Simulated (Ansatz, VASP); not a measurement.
## One calculation of Nb, two programs

```
Nb
1.0
     2.95639    0.00000    0.00000
    -1.47820    2.56031    0.00000
     0.00000    0.00000    4.78936
Nb
2
Direct
  0.36667 0.68333 0.27500
  0.63333 0.31667 0.72500
```

Change from the starting cell: shortest bond scaled by 1.1, PAW files.

Alike in both runs: task electric field gradients; functional LDA; k mesh 12 × 12 × 6; occupations fermi-dirac, width 0.05 eV; no spin polarisation.

|  | VASP | Ansatz |
| --- | --- | --- |
| version | VASP 6.6.1 | Ansatz 0.2.0 |
| potentials or method | VASP PAW LDA potentials, release 64 (Nb_sv) | PAW with Ansatz's default frozen-core files, scalar-relativistic |
| plane-wave cutoff (eV) | 520 | 420 |
| valence electrons in the cell | 26 | 26 |

```tsv
	VASP	Ansatz	Ansatz less VASP
pressure (GPa)	-0.9	-0.8	+0.10
traceless stress, the component that is largest in VASP (GPa)	-3.62	-3.63	-0.004
rms of the force components (eV/Å)	1.326	1.323	-0.0031
size of Vzz on the site where it differs most (V/Å²)	32.7	30.0	-2.64
```

LDA's correlation is that of Perdew and Zunger in VASP and of Perdew and Wang (1992) in Ansatz. Atom by atom the forces differ by 0.003 eV/Å (rms over components).
